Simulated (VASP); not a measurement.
# SiW8C8 in VASP: single point with PBEsol

Aim: the single point of SiW8C8 with PBEsol.

All numbers are computed with VASP 6.6.1; they aren't measurements. Logs are shortened: lines on timing, memory, paths and dates and some standing lists are left out, and cuts for length are marked.

## Step 1: The cell of the first run

The cell holds a slab with vacuum, 17 atoms: a = 5.792 Å, b = 5.792 Å, c = 16.258 Å, α = 90.00°, β = 90.00°, γ = 120.00°.

## Step 2: Single point, PBEsol

The input, INCAR:

```
  PREC = Accurate
  ENCUT = 520
  EDIFF = 1E-6
  ISMEAR = -1
  SIGMA = 0.15
  LREAL = False
  LASPH = True
  NELM = 120
  ALGO = Normal
  ISIF = 2
  LWAVE = False
  LCHARG = True
  GGA = PS
  LELF = True
  LVHAR = True
  NBANDS = 88
  GGA_COMPAT = False
  NELMDL = -8
```

The input, KPOINTS:

```
Automatic mesh
0
Gamma
  3 3 1
```

The input, POSCAR:

```
SiW8C8
1.0
    5.7920000000      0.0000000000      0.0000000000
   -2.8960000000      5.0160190000      0.0000000000
    0.0000000000      0.0000000000     16.2583500000
W C Si
8 8 1
Direct
    0.0000000000      0.0000000000      0.0615068565
    0.0008026842     -0.0021929741      0.2348516301
   -0.0000009470      0.4999981061      0.0615068565
    0.0039043219      0.4982437267      0.2380868907
    0.5000000000      0.0000000000      0.0615068565
    0.5054540139      0.0131179726      0.2396061101
    0.4999990530      0.4999981061      0.0615068565
    0.5147957726      0.5101854678      0.2388065210
    0.3184185338      0.1522721505      0.1433294276
    0.3294381142      0.1766939081      0.3125593926
    0.3727523328      0.6967477595      0.1481577159
    0.3260749502      0.6583308397      0.3109602143
    0.8354899648      0.1616221948      0.1425421399
    0.8425360063      0.1773717364      0.3188146399
    0.8525921402      0.6579121810      0.1435139482
    0.8579067693      0.6837693398      0.3036224463
    0.1741976730      0.3370003184      0.3698345773
```

Potentials or basis: VASP PAW PBE potentials, release 64 (W_sv, C, Si).

Launch:

```bash
$ cat potpaw_PBE.64/W_sv/POTCAR potpaw_PBE.64/C/POTCAR potpaw_PBE.64/Si/POTCAR > POTCAR
$ mpirun -np 1 vasp_std > vasp.out
```

OUTCAR:

```text
PREC = Accurate
   ENCUT = 520
   EDIFF = 1E-6
   ISMEAR = -1
   LREAL = False
   LASPH = True
   NELM = 120
   ISIF = 2
   GGA = PS
   NELMDL = -8

 ion  position               nearest neighbor table
   1  0.000  0.000  0.062-   9 2.08  13 2.10  15 2.18   2 2.82   7 2.90   3 2.90   5 2.90   5 2.90
                             3 2.90   7 2.90
   2  0.001  0.998  0.235-  16 1.93  10 2.08  14 2.18   9 2.18  13 2.23  15 2.26  17 2.78   1 2.82
                             8 2.82   6 2.88   4 2.89   4 2.90   6 2.92   8 2.97
   3  1.000  0.500  0.062-  15 2.03  13 2.15  11 2.34   4 2.87   5 2.90   1 2.90   7 2.90   7 2.90
                             1 2.90   5 2.90
   4  0.004  0.498  0.238-  16 1.98  12 2.00  14 2.08  15 2.19  13 2.29  11 2.36  17 2.71   6 2.85
                             8 2.87   3 2.87   2 2.89   2 2.90   8 2.93   6 2.94
   5  0.500  0.000  0.062-  11 2.08  13 2.14   9 2.14   3 2.90   7 2.90   1 2.90   1 2.90   7 2.90
                             3 2.90   6 2.90
   6  0.505  0.013  0.240-  10 2.08  12 2.12  14 2.13  11 2.18   9 2.27  13 2.29   4 2.85   8 2.85
                             2 2.88   5 2.90   2 2.92   8 2.94   4 2.94
   7  0.500  0.500  0.062-  11 2.16   9 2.19  15 2.22   8 2.88   1 2.90   5 2.90   3 2.90   3 2.90
                             5 2.90   1 2.90
   8  0.515  0.510  0.239-  16 2.02  12 2.06  10 2.06  11 2.21  15 2.30   9 2.38  17 2.73   2 2.82
                             6 2.85   4 2.87   7 2.88   4 2.93   6 2.94   2 2.97
   9  0.318  0.152  0.143-   1 2.08   5 2.14   2 2.18   7 2.19   6 2.27   8 2.38
  10  0.329  0.177  0.313-  17 1.84   8 2.06   6 2.08   2 2.08
  11  0.373  0.697  0.148-   5 2.08   7 2.16   6 2.18   8 2.21   3 2.34   4 2.36
  12  0.326  0.658  0.311-  17 1.88   4 2.00   8 2.06   6 2.12
  13  0.835  0.162  0.143-   1 2.10   5 2.14   3 2.15   2 2.23   6 2.29   4 2.29
  14  0.843  0.177  0.319-  17 1.86   4 2.08   6 2.13   2 2.18
  15  0.853  0.658  0.144-   3 2.03   1 2.18   4 2.19   7 2.22   2 2.26   8 2.30
  16  0.858  0.684  0.304-   2 1.93   4 1.98   8 2.02
  17  0.174  0.337  0.370-  10 1.84  14 1.86  12 1.88   4 2.71   8 2.73   2 2.78

  LATTYP: Found a hexagonal cell.
 ALAT       =     5.7920000000
 C/A-ratio  =     2.8070355663

  Lattice vectors:

 A1 = (   5.7920000000,   0.0000000000,   0.0000000000)
 A2 = (  -2.8960000000,   5.0160190000,   0.0000000000)
 A3 = (   0.0000000000,   0.0000000000,  16.2583500000)

Analysis of symmetry for initial positions (statically):
=====================================================================
 Subroutine PRICEL returns:
 Original cell was already a primitive cell.

 Routine SETGRP: Setting up the symmetry group for a
 hexagonal supercell.

 Subroutine GETGRP returns: Found  1 space group operations
 (whereof  1 operations were pure point group operations)
 out of a pool of 24 trial point group operations.

The static configuration has the point symmetry C_1 .

[... 135 lines left out ...]
   EMIN   =  10.00;   EMAX   =-10.00  energy-range for DOS
   EFERMI =   0.00;   METHOD = LEGACY
   ISMEAR =    -1;   SIGMA  =   0.15  broadening in eV -4-tet -1-fermi 0-gaus
   EFERMI_NEDOS =   21; number of points for ismear=-14 and -15
   IALGO  =     38    algorithm
   IMIX   =      4    mixing-type and parameters
     AMIX     =   0.40;   BMIX     =  1.00
     AMIX_MAG =   1.60;   BMIX_MAG =  1.00
  volume/ion in A,a.u.               =      27.79       187.50
  Fermi-wavevector in a.u.,A,eV,Ry     =   1.111921  2.101226 16.821818  1.236369
  Thomas-Fermi vector in A             =   2.248490
   LORBIT       =      0    0 simple, 1 ext, 2 COOP (PROOUT), +10 PAW based schemes
   GGA     = PS    functional components
   LHFCALC =     F    Hartree Fock is set to
   AEXX    =    0.0000 exact exchange contribution
   IVDW    =     0    specifies the selected vdW correction
   LEPSILON=     F    determine dielectric tensor
   LRPA    =     F    only Hartree local field effects (RPA)
 non-spin polarized calculation
  energy-cutoff  :      520.00
  volume of cell :      472.35
 maximum number of plane-waves:     12742
 NGX is ok and might be reduce to    48
   NGX = 21   NGY = 21   NGZ = 61

 number of electron     147.9999991 magnetization

 Free energy of the ion-electron system (eV)
  ---------------------------------------------------
  ext. energy  EPLUGINS =         0.00000000
  ---------------------------------------------------
  free energy    TOTEN  =      -180.33586226 eV

  energy without entropy =     -179.83741815  energy(sigma->0) =     -180.08664020

 E-fermi :   0.9678     XC(G=0):  -6.4504

 val. band max:        0.9172854936   @ k =   0.0000   0.0000   0.0000
 cond. band min:       1.0263407974   @ k =   0.0000   0.0000   0.0000
 fundamental gap:      0.1090553038
 Fermi energy:         0.9677785537

 k-point     1 :       0.0000    0.0000    0.0000
  band No.  band energies     occupation
      1     -72.9410      2.00000
      2     -72.9265      2.00000
      3     -72.8798      2.00000
      4     -72.8632      2.00000
      5     -72.8439      2.00000
      6     -72.7875      2.00000
[... 434 lines left out ...]
     85       3.4934      0.00000
     86       3.5596      0.00000
 [bands above 86 left out]

------------------------ aborting loop because EDIFF is reached ----------------------------------------

  FORCE on cell =-STRESS in cart. coord.  units (eV):
  Direction    XX          YY          ZZ          XY          YZ          ZX
  --------------------------------------------------------------------------------------
  -------------------------------------------------------------------------------------
  Total        0.4377657      0.4993093     -2.5800648     -0.6613144     -1.6589124     -1.4630263
  in kB        1.4848691      1.6936204     -8.7513892     -2.2431295     -5.6269084     -4.9624772
  external PRESSURE =      -1.8576332 kB  Pullay stress =       0.0000000 kB

 VOLUME and BASIS-vectors are now :
 -----------------------------------------------------------------------------
  energy-cutoff  :      520.00
  volume of cell :      472.35
      direct lattice vectors                 reciprocal lattice vectors
     5.792000000  0.000000000  0.000000000     0.172651934  0.099680643  0.000000000
    -2.896000000  5.016019000  0.000000000     0.000000000  0.199361286  0.000000000
     0.000000000  0.000000000 16.258350000     0.000000000  0.000000000  0.061506856

 POSITION                                       TOTAL-FORCE (eV/Angst)
 -----------------------------------------------------------------------------------
      0.00000      0.00000      1.00000         0.157848     -0.273796      0.076043
     -2.88500      5.00502      3.81830        -0.184102      1.235076     -0.328922
      4.34400      2.50800      1.00000         0.832522     -0.132718      0.522007
     -1.42030      2.49920      3.87090         0.155072      0.259095     -1.688602
      2.89600      0.00000      1.00000         0.174324      0.115888      0.751033
      2.88960      0.06580      3.89560         0.771186     -0.781454      0.374475
[... 9 lines left out ...]
      2.98880      3.42980      4.93640        -0.719194     -0.929614      0.867058
      0.03300      1.69040      6.01290        -0.442757      0.084807      0.460172
 -----------------------------------------------------------------------------------
    total drift:                                0.000358     -0.000120     -0.000494

  FREE ENERGIE OF THE ION-ELECTRON SYSTEM (eV)
  ---------------------------------------------------
  free  energy   TOTEN  =      -180.3358622612 eV

  energy  without entropy=     -179.8374181474  energy(sigma->0) =     -180.08664020
```

OSZICAR:

```text
N       E                     dE             d eps       ncg     rms          rms(c)
DAV:   1     0.171822362410E+04    0.17182E+04   -0.86485E+04  1056   0.160E+03
DAV:   2    -0.907996554346E+02   -0.18090E+04   -0.17719E+04  1000   0.476E+02
DAV:   3    -0.202799017186E+03   -0.11200E+03   -0.10921E+03  1088   0.115E+02
[... 23 lines left out ...]
DAV:  27    -0.180335806906E+03   -0.85736E-04   -0.59541E-06   832   0.806E-03    0.395E-03
DAV:  28    -0.180335847298E+03   -0.40393E-04   -0.42702E-06   800   0.568E-03    0.145E-03
DAV:  29    -0.180335858671E+03   -0.11373E-04   -0.75264E-07   680   0.267E-03    0.119E-03
DAV:  30    -0.180335861519E+03   -0.28483E-05   -0.23806E-07   640   0.148E-03    0.682E-04
DAV:  31    -0.180335862261E+03   -0.74194E-06   -0.10010E-07   608   0.963E-04
   1 F= -.18033586E+03 E0= -.18008664E+03  d E =-.498444E+00
```

stdout:

```text
POSCAR found type information on POSCAR W C Si
 POSCAR found :  3 types and      17 ions
 scaLAPACK will be used
 -----------------------------------------------------------------------------
|                                                                             |
|                                                                             |
|     You have a (more or less) 'large supercell' and for larger cells it     |
|     might be more efficient to use real-space projection operators.         |
|     Therefore, try LREAL= Auto in the INCAR file.                           |
|     Mind: For very accurate calculation, you might also keep the            |
|     reciprocal projection scheme (i.e. LREAL=.FALSE.).                      |
|                                                                             |
 -----------------------------------------------------------------------------

 -----------------------------------------------------------------------------
|                                                                             |
|                                                                             |
|     You enforced a specific xc type in the INCAR file but a different       |
|     I HOPE YOU KNOW WHAT YOU ARE DOING!                                     |
|                                                                             |
 -----------------------------------------------------------------------------

 LDA part: xc-table for (Slater+PW92), standard interpolation
 POSCAR, INCAR and KPOINTS ok, starting setup
 FFT: planning ... GRIDC
 FFT: planning ... GRID_SOFT
 FFT: planning ... GRID
 WAVECAR not read
 entering main loop
```

It took 6.1 min on 1 thread of Intel Xeon 6975P-C (Granite Rapids), shared host; peak memory 0.7 GiB.

Results:

| Item | Value |
| --- | --- |
| Free energy | -180.3359 eV |
| Largest force | 2.293 eV/Å |
| Band gap on the k mesh | zero (bands 74 and 75 overlap by 0.64 eV) |

Forces in eV/Å, atoms in the order of the input:
```
W    0.158 -0.274  0.076
W   -0.184  1.235 -0.329
W    0.833 -0.133  0.522
W    0.155  0.259 -1.689
W    0.174  0.116  0.751
W    0.771 -0.781  0.374
W    0.313  0.204  1.242
W   -0.140 -0.308 -1.998
C    1.195  1.268  0.062
C    0.857 -0.510  0.445
C   -1.070 -1.844 -0.843
C    0.590  1.180  1.233
C   -0.406  0.469  0.125
C   -0.291 -0.654 -0.654
C   -1.794  0.617 -0.644
C   -0.719 -0.930  0.867
Si  -0.443  0.085  0.460
```

Caveat: the k points lie up to 0.42 Å⁻¹ apart, too coarse for converged energies and pressures of a metal; there is no dipole correction, which matters where the two faces differ; the PAW data sets were made with another functional, which shifts forces and pressure a little; spin-orbit coupling is left out, which moves the levels of the heavy elements.

The gap in the log of VASP goes by the Fermi energy; the results here count the filled bands.